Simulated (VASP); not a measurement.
# BAs (P4mm) in VASP: single point with PBE

Aim: the single point of BAs with PBE.

All numbers are computed with VASP 6.6.1; they aren't measurements. Logs are shortened: lines on timing, memory, paths and dates and some standing lists are left out, and cuts for length are marked.

### Step 1. The cell of the first run

It takes space group P4mm (No. 99, tetragonal). The conventional cell has a = 3.216 Å, b = 3.216 Å, c = 3.486 Å, α = 90.00°, β = 90.00°, γ = 90.00°. B (site symmetry 4mm) has 4 As at 2.29 Å within 3.0 Å. As (site symmetry 4mm) has 4 B at 2.29 Å within 3.0 Å.

### Step 2. Single point, PBE

INCAR reads:

```
SYSTEM = BAs
  PREC = Accurate
  ENCUT = 500
  EDIFF = 1E-6
  ISMEAR = 0
  SIGMA = 0.1
  LREAL = .False.
  LASPH = .True.
  NELM = 120
  ALGO = Normal
  ISIF = 2
  LWAVE = .False.
  LCHARG = .True.
  GGA = PE
  LELF = .True.
  LVHAR = .True.
  NBANDS = 11
  GGA_COMPAT = .False.
```

KPOINTS reads:

```
regular mesh
0
Gamma
  6 6 6
  0 0 0
```

POSCAR reads:

```
BAs
1.0
    3.2163962700      0.0000000000      0.0000000000
    0.0000000000      3.2163962700      0.0000000000
    0.0000000000      0.0000000000      3.4857620800
B As
1 1
Direct
    0.5000000000      0.5000000000      0.7059250600
    0.0000000000      0.0000000000      0.7864291500
```

Potentials or basis: VASP PAW PBE potentials, release 64 (B, As).

Command:

```bash
$ cat potpaw_PBE.64/B/POTCAR potpaw_PBE.64/As/POTCAR > POTCAR
$ mpirun -np 1 vasp_std > vasp.out
```

OUTCAR:

```text
SYSTEM = BAs
   PREC = Accurate
   ENCUT = 500
   EDIFF = 1E-6
   ISMEAR = 0
   LREAL = .False.
   LASPH = .True.
   NELM = 120
   ISIF = 2
   GGA = PE

 ion  position               nearest neighbor table
   1  0.500  0.500  0.706-   2 2.29   2 2.29   2 2.29   2 2.29
   2  0.000  0.000  0.786-   1 2.29   1 2.29   1 2.29   1 2.29

  LATTYP: Found a simple tetragonal cell.
 ALAT       =     3.2163962700
 C/A-ratio  =     1.0837477062

  Lattice vectors:

 A1 = (   3.2163962700,   0.0000000000,   0.0000000000)
 A2 = (   0.0000000000,   3.2163962700,   0.0000000000)
 A3 = (   0.0000000000,   0.0000000000,   3.4857620800)

Analysis of symmetry for initial positions (statically):
=====================================================================
 Subroutine PRICEL returns:
 Original cell was already a primitive cell.

 Routine SETGRP: Setting up the symmetry group for a
 simple tetragonal supercell.

 Subroutine GETGRP returns: Found  8 space group operations
 (whereof  8 operations were pure point group operations)
 out of a pool of 16 trial point group operations.

The static configuration has the point symmetry C_4v.

Analysis of symmetry for dynamics (positions and initial velocities):
=====================================================================
 Subroutine PRICEL returns:
 Original cell was already a primitive cell.

 Routine SETGRP: Setting up the symmetry group for a
 simple tetragonal supercell.

 Subroutine GETGRP returns: Found  8 space group operations
 (whereof  8 operations were pure point group operations)
 out of a pool of 16 trial point group operations.

The dynamic configuration has the point symmetry C_4v.

 Subroutine INISYM returns: Found  8 space group operations
 (whereof  8 operations are pure point group operations),
 and found     1 'primitive' translations

----------------------------------------------------------------------------------------

                                     Primitive cell

  volume of cell :      36.0609

  direct lattice vectors                    reciprocal lattice vectors
     3.216396270  0.000000000  0.000000000     0.310906964  0.000000000  0.000000000
     0.000000000  3.216396270  0.000000000     0.000000000  0.310906964  0.000000000
     0.000000000  0.000000000  3.485762080     0.000000000  0.000000000  0.286881312

  length of vectors
[... 89 lines left out ...]
   ISYM   =      2    0-nonsym 1-usesym 2-fastsym
   POTIM  = 0.5000    time-step for ionic-motion
   TEBEG  =    0.0;   TEEND  =   0.0 temperature during run
   PSTRESS=    0.0 pullay stress
   NELECT =       8.0000    total number of electrons
   NUPDOWN=      -1.0000    fix difference up-down
   EMIN   =  10.00;   EMAX   =-10.00  energy-range for DOS
   EFERMI =   0.00;   METHOD = LEGACY
   ISMEAR =     0;   SIGMA  =   0.10  broadening in eV -4-tet -1-fermi 0-gaus
   EFERMI_NEDOS =   21; number of points for ismear=-14 and -15
   IALGO  =     38    algorithm
   IMIX   =      4    mixing-type and parameters
     AMIX     =   0.40;   BMIX     =  1.00
     AMIX_MAG =   1.60;   BMIX_MAG =  1.00
  volume/ion in A,a.u.               =      18.03       121.68
  Fermi-wavevector in a.u.,A,eV,Ry     =   0.991043  1.872800 13.363186  0.982166
  Thomas-Fermi vector in A             =   2.122756
   LORBIT       =      0    0 simple, 1 ext, 2 COOP (PROOUT), +10 PAW based schemes
   GGA     = PE    functional components
   LHFCALC =     F    Hartree Fock is set to
   AEXX    =    0.0000 exact exchange contribution
   IVDW    =     0    specifies the selected vdW correction
   LEPSILON=     F    determine dielectric tensor
   LRPA    =     F    only Hartree local field effects (RPA)
 non-spin polarized calculation
 Gauss-broadening in eV      SIGMA  =   0.10
  energy-cutoff  :      500.00
  volume of cell :       36.06
 maximum number of plane-waves:       952
 NGX is ok and might be reduce to    24
   NGX = 11   NGY = 11   NGZ = 13

 number of electron       8.0000000 magnetization

 Free energy of the ion-electron system (eV)
  ---------------------------------------------------
  ext. energy  EPLUGINS =         0.00000000
  ---------------------------------------------------
  free energy    TOTEN  =        -8.85322514 eV

  energy without entropy =       -8.84780020  energy(sigma->0) =       -8.85051267

 E-fermi :   3.3626     XC(G=0):  -9.5486

 val. band max:        3.3170758332   @ k =   0.5000   0.0000   0.1667
 cond. band min:       3.3641018385   @ k =   0.3333   0.0000   0.0000
 fundamental gap:      0.0470260053
 Fermi energy:         3.3625616048

 k-point     1 :       0.0000    0.0000    0.0000
  band No.  band energies     occupation
      1     -10.1766      2.00000
      2       1.7689      2.00000
      3       1.7689      2.00000
      4       1.9364      2.00000
      5       3.6576      0.00003
      6       7.0109      0.00000
      7       9.3727      0.00000
      8      11.1210      0.00000
      9      12.7312      0.00000
     10      12.7312      0.00000
     11      19.1750      0.00000
[... 309 lines left out ...]
 k-point    24 :       0.5000    0.0000    0.3333
  band No.  band energies     occupation
      1      -7.5678      2.00000
      2      -4.6408      2.00000
      3       1.5268      2.00000
      4       2.8537      2.00000
      5       5.3278      0.00000
      6       5.8695      0.00000
      7       7.8503      0.00000
      8       9.4860      0.00000
      9      14.1799      0.00000
     10      15.9994      0.00000
     11      17.6514      0.00000

 [... further k-points ...]

------------------------ aborting loop because EDIFF is reached ----------------------------------------

  FORCE on cell =-STRESS in cart. coord.  units (eV):
  Direction    XX          YY          ZZ          XY          YZ          ZX
  --------------------------------------------------------------------------------------
  -------------------------------------------------------------------------------------
  Total       -2.9912367     -2.9912367     -1.1945844      0.0000000     -0.0000000      0.0000000
  in kB     -132.8998601   -132.8998601    -53.0750716      0.0000000     -0.0000000      0.0000000
  external PRESSURE =    -106.2915973 kB  Pullay stress =       0.0000000 kB

 VOLUME and BASIS-vectors are now :
 -----------------------------------------------------------------------------
  energy-cutoff  :      500.00
  volume of cell :       36.06
      direct lattice vectors                 reciprocal lattice vectors
     3.216396270  0.000000000  0.000000000     0.310906964  0.000000000  0.000000000
     0.000000000  3.216396270  0.000000000     0.000000000  0.310906964  0.000000000
     0.000000000  0.000000000  3.485762080     0.000000000  0.000000000  0.286881312

 POSITION                                       TOTAL-FORCE (eV/Angst)
 -----------------------------------------------------------------------------------
      1.60820      1.60820      2.46069         0.000000     -0.000000      0.467834
      0.00000      0.00000      2.74130         0.000000      0.000000     -0.467834
 -----------------------------------------------------------------------------------
    total drift:                                0.000000     -0.000000      0.000115

  FREE ENERGIE OF THE ION-ELECTRON SYSTEM (eV)
  ---------------------------------------------------
  free  energy   TOTEN  =        -8.8532251409 eV

  energy  without entropy=       -8.8478002005  energy(sigma->0) =       -8.85051267
```

It took 18 s on 1 thread of Intel Xeon 8259CL, shared host; peak memory 0.15 GiB.

Results:

```yaml
Free_energy: -8.8532 eV
Pressure: -10.6 GPa
Largest_force: 0.468 eV/Å
Band_gap_on_the_k_mesh: zero (band 4 reaches 5.12 eV, above the bottom of band 5 at 1.94 eV)
```

Forces in eV/Å, atoms in the order of the input:
```
B    0.000  0.000  0.468
As   0.000  0.000 -0.468
```

Stress tensor (GPa, compression positive):
```
-13.29   0.00   0.00
  0.00 -13.29   0.00
  0.00   0.00  -5.31
```

Caveat: this functional lacks dispersion, which binds the layers, so the pressure and a relaxed spacing across them are unreliable.
